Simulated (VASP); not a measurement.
# ZrCu (Pm-3m) in VASP: single point with LDA

Aim: the single point of ZrCu with LDA.

All numbers are computed with VASP 6.6.1; they aren't measurements. Logs are shortened: lines on timing, memory, paths and dates and some standing lists are left out, and cuts for length are marked.

**1. The cell of the first run**

Symmetry: Pm-3m, No. 221, cubic system. The conventional cell has a = 3.253 Å, b = 3.253 Å, c = 3.253 Å, α = 90.00°, β = 90.00°, γ = 90.00°. Zr (site symmetry m-3m) has 8 Cu at 2.82 Å and 6 Zr at 3.25 Å within 3.7 Å. Within 3.7 Å of Cu (site symmetry m-3m) lie 8 Zr at 2.82 Å and 6 Cu at 3.25 Å.

**2. Single point, LDA**

Input file INCAR:

```
  PREC = Accurate
  ENCUT = 600
  EDIFF = 1E-6
  ISMEAR = 1
  SIGMA = 0.15
  LREAL = F
  LASPH = T
  NELM = 120
  ALGO = Normal
  ISIF = 2
  LWAVE = F
  LCHARG = F
  GGA = CA
  NBANDS = 18
  GGA_COMPAT = F
```

Input file KPOINTS:

```
regular mesh
0
Gamma
  7 7 7
```

Input file POSCAR:

```
ZrCu
1.0
    3.2526600000      0.0000000000      0.0000000000
    0.0000000000      3.2526600000      0.0000000000
    0.0000000000      0.0000000000      3.2526600000
Zr Cu
1 1
Direct
    0.5000000000      0.5000000000      0.5000000000
    0.0000000000      0.0000000000      0.0000000000
```

Potentials or basis: VASP PAW LDA potentials, release 64 (Zr_sv, Cu).

On the command line:

```console
cat potpaw_LDA.64/Zr_sv/POTCAR potpaw_LDA.64/Cu/POTCAR > POTCAR
mpirun -np 1 vasp_std > vasp.out
```

OUTCAR:

```text
PREC = Accurate
   ENCUT = 600
   EDIFF = 1E-6
   ISMEAR = 1
   LREAL = F
   LASPH = T
   NELM = 120
   ISIF = 2
   GGA = CA

 ion  position               nearest neighbor table
   1  0.500  0.500  0.500-   2 2.82   2 2.82   2 2.82   2 2.82   2 2.82   2 2.82   2 2.82   2 2.82

   2  0.000  0.000  0.000-   1 2.82   1 2.82   1 2.82   1 2.82   1 2.82   1 2.82   1 2.82   1 2.82

  LATTYP: Found a simple cubic cell.
 ALAT       =     3.2526600000

  Lattice vectors:

 A1 = (   3.2526600000,   0.0000000000,   0.0000000000)
 A2 = (   0.0000000000,   3.2526600000,   0.0000000000)
 A3 = (   0.0000000000,   0.0000000000,   3.2526600000)

Analysis of symmetry for initial positions (statically):
=====================================================================
 Subroutine PRICEL returns:
 Original cell was already a primitive cell.

 Routine SETGRP: Setting up the symmetry group for a
 simple cubic supercell.

 Subroutine GETGRP returns: Found 48 space group operations
 (whereof 48 operations were pure point group operations)
 out of a pool of 48 trial point group operations.

The static configuration has the point symmetry O_h .

Analysis of symmetry for dynamics (positions and initial velocities):
=====================================================================
 Subroutine PRICEL returns:
 Original cell was already a primitive cell.

 Routine SETGRP: Setting up the symmetry group for a
 simple cubic supercell.

 Subroutine GETGRP returns: Found 48 space group operations
 (whereof 48 operations were pure point group operations)
 out of a pool of 48 trial point group operations.

The dynamic configuration has the point symmetry O_h .

 Subroutine INISYM returns: Found 48 space group operations
 (whereof 48 operations are pure point group operations),
 and found     1 'primitive' translations

----------------------------------------------------------------------------------------

                                     Primitive cell

  volume of cell :      34.4125

  direct lattice vectors                    reciprocal lattice vectors
     3.252660000  0.000000000  0.000000000     0.307440679  0.000000000  0.000000000
     0.000000000  3.252660000  0.000000000     0.000000000  0.307440679  0.000000000
     0.000000000  0.000000000  3.252660000     0.000000000  0.000000000  0.307440679

  length of vectors
[... 74 lines left out ...]
   LASPH  =      T    aspherical Exc in radial PAW
   ENCUT  =  600.0 eV  44.10 Ry    6.64 a.u.   6.50  6.50  6.50*2*pi/ulx,y,z
   NELM   =    120;   NELMIN=  2; NELMDL= -5     # of ELM steps
   EDIFF  = 0.1E-05   stopping-criterion for ELM
   LREAL  =      F    real-space projection
   EDIFFG = 0.1E-04   stopping-criterion for IOM
   NSW    =      0    number of steps for IOM
   IBRION =     -1    ionic relax: 0-MD 1-quasi-New 2-CG
   NFREE  =      0    steps in history (QN), initial steepest desc. (CG)
   ISIF   =      2    stress and relaxation
   ISYM   =      2    0-nonsym 1-usesym 2-fastsym
   POTIM  = 0.5000    time-step for ionic-motion
   TEBEG  =    0.0;   TEEND  =   0.0 temperature during run
   PSTRESS=    0.0 pullay stress
   NELECT =      23.0000    total number of electrons
   NUPDOWN=      -1.0000    fix difference up-down
   EMIN   =  10.00;   EMAX   =-10.00  energy-range for DOS
   EFERMI =   0.00;   METHOD = LEGACY
   ISMEAR =     1;   SIGMA  =   0.15  broadening in eV -4-tet -1-fermi 0-gaus
   EFERMI_NEDOS =   21; number of points for ismear=-14 and -15
   IALGO  =     38    algorithm
   IMIX   =      4    mixing-type and parameters
     AMIX     =   0.40;   BMIX     =  1.00
     AMIX_MAG =   1.60;   BMIX_MAG =  1.00
  volume/ion in A,a.u.               =      17.21       116.11
  Fermi-wavevector in a.u.,A,eV,Ry     =   1.431349  2.704857 27.875059  2.048759
  Thomas-Fermi vector in A             =   2.551095
   LORBIT       =      0    0 simple, 1 ext, 2 COOP (PROOUT), +10 PAW based schemes
   GGA     = CA    functional components
   LHFCALC =     F    Hartree Fock is set to
   AEXX    =    0.0000 exact exchange contribution
   IVDW    =     0    specifies the selected vdW correction
   LEPSILON=     F    determine dielectric tensor
   LRPA    =     F    only Hartree local field effects (RPA)
 non-spin polarized calculation
 Methfessel and Paxton  Order N= 1 SIGMA  =   0.15
  energy-cutoff  :      600.00
  volume of cell :       34.41
 maximum number of plane-waves:      1189
 NGX is ok and might be reduce to    28
   NGX = 13   NGY = 13   NGZ = 13

 number of electron      23.0000015 magnetization

 Free energy of the ion-electron system (eV)
  ---------------------------------------------------
  ext. energy  EPLUGINS =         0.00000000
  ---------------------------------------------------
  free energy    TOTEN  =       -14.16008734 eV

  energy without entropy =      -14.15741412  energy(sigma->0) =      -14.15919627

 E-fermi :   8.5109     XC(G=0): -12.0253

 val. band max:        8.4802019171   @ k =   0.1429   0.0000   0.0000
 cond. band min:       8.5336023109   @ k =   0.1429   0.1429   0.1429
 fundamental gap:      0.0534003937
 Fermi energy:         8.5109286174

 k-point     1 :       0.0000    0.0000    0.0000
  band No.  band energies     occupation
      1     -40.0236      2.00000
      2     -17.9793      2.00000
      3     -17.9793      2.00000
      4     -17.9793      2.00000
      5       1.3406      2.00000
      6       4.3696      2.00000
[... 397 lines left out ...]
      5       4.9869      2.00000
      6       5.1055      2.00000
[... 10 lines left out ...]
     17      16.4801      0.00000
     18      16.4801      0.00000

------------------------ aborting loop because EDIFF is reached ----------------------------------------

  FORCE on cell =-STRESS in cart. coord.  units (eV):
  Direction    XX          YY          ZZ          XY          YZ          ZX
  --------------------------------------------------------------------------------------
  -------------------------------------------------------------------------------------
  Total       -1.3303031     -1.3303031     -1.3303031      0.0000000      0.0000000     -0.0000000
  in kB      -61.9362901    -61.9362901    -61.9362901      0.0000000      0.0000000     -0.0000000
  external PRESSURE =     -61.9362901 kB  Pullay stress =       0.0000000 kB

 VOLUME and BASIS-vectors are now :
 -----------------------------------------------------------------------------
  energy-cutoff  :      600.00
  volume of cell :       34.41
      direct lattice vectors                 reciprocal lattice vectors
     3.252660000  0.000000000  0.000000000     0.307440679  0.000000000  0.000000000
     0.000000000  3.252660000  0.000000000     0.000000000  0.307440679  0.000000000
     0.000000000  0.000000000  3.252660000     0.000000000  0.000000000  0.307440679

 POSITION                                       TOTAL-FORCE (eV/Angst)
 -----------------------------------------------------------------------------------
      1.62633      1.62633      1.62633         0.000000      0.000000      0.000000
      0.00000      0.00000      0.00000         0.000000      0.000000      0.000000
 -----------------------------------------------------------------------------------
    total drift:                               -0.000000      0.000000      0.000000

  FREE ENERGIE OF THE ION-ELECTRON SYSTEM (eV)
  ---------------------------------------------------
  free  energy   TOTEN  =       -14.1600873418 eV

  energy  without entropy=      -14.1574141234  energy(sigma->0) =      -14.15919627
```

stdout:

```text
POSCAR found type information on POSCAR ZrCu
 POSCAR found :  2 types and       2 ions
 scaLAPACK will be used
 LDA part: xc-table for (Slater(with rela. corr.)+CA(PZ))
 , standard interpolation
 POSCAR, INCAR and KPOINTS ok, starting setup
 FFT: planning ... GRIDC
 FFT: planning ... GRID_SOFT
 FFT: planning ... GRID
 WAVECAR not read
 entering main loop
```

Run time: 32 s. Hardware: 1 thread of Intel Xeon 8259CL, shared host; peak memory 0.15 GiB.

Results:

| Property | Result |
| --- | --- |
| Free energy | -14.1601 eV |
| Pressure | -6.2 GPa |
